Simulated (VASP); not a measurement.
Here is a VASP 6.6.1 calculation.

File INCAR:

```
ALGO     = Normal         # electronic algorithm
EDIFF    = 1E-6           # SCF threshold, eV
ENCUT    = 600            # plane-wave cutoff, eV
GGA      = PE             # functional
GGA_COMPAT= False        
ISIF     = 2              # what is computed and relaxed
ISMEAR   = 0              # smearing method
LASPH    = True           # aspherical terms in the spheres
LCHARG   = True           # write CHGCAR
LELF     = True           # ELF
LREAL    = False          # projectors in reciprocal space
LVHAR    = True         
LWAVE    = False          # write WAVECAR
NBANDS   = 11             # bands
NELM     = 120            # most SCF steps
PREC     = Accurate       # precision mode
SIGMA    = 0.01           # smearing width, eV
```

Contents of KPOINTS:

```
k-points
0
Gamma
  2 2 2
```

File POSCAR:

```
MgS
1.0
    0.0000000000      2.5800000000      2.5800000000
    2.5800000000      0.0000000000      2.5800000000
    2.5800000000      2.5800000000      0.0000000000
Mg S
1 1
Direct
    0.0000000000      0.0000000000      0.0000000000
    0.4910417800      0.5344140300      0.4419254800
```

Potentials or basis: VASP PAW PBE potentials, release 64 (Mg, S).

Launch:

```console
$ cat potpaw_PBE.64/Mg/POTCAR potpaw_PBE.64/S/POTCAR > POTCAR
$ mpirun -np 1 vasp_std > vasp.out
```

(1) Predict the pressure.

(2) Estimate the band gap on the k mesh.

Answers

(1) 11.7 GPa.

(2) 2.49 eV, indirect (least direct gap 3.75 eV).

Caveat: the k points lie up to 1.05 Å⁻¹ apart.
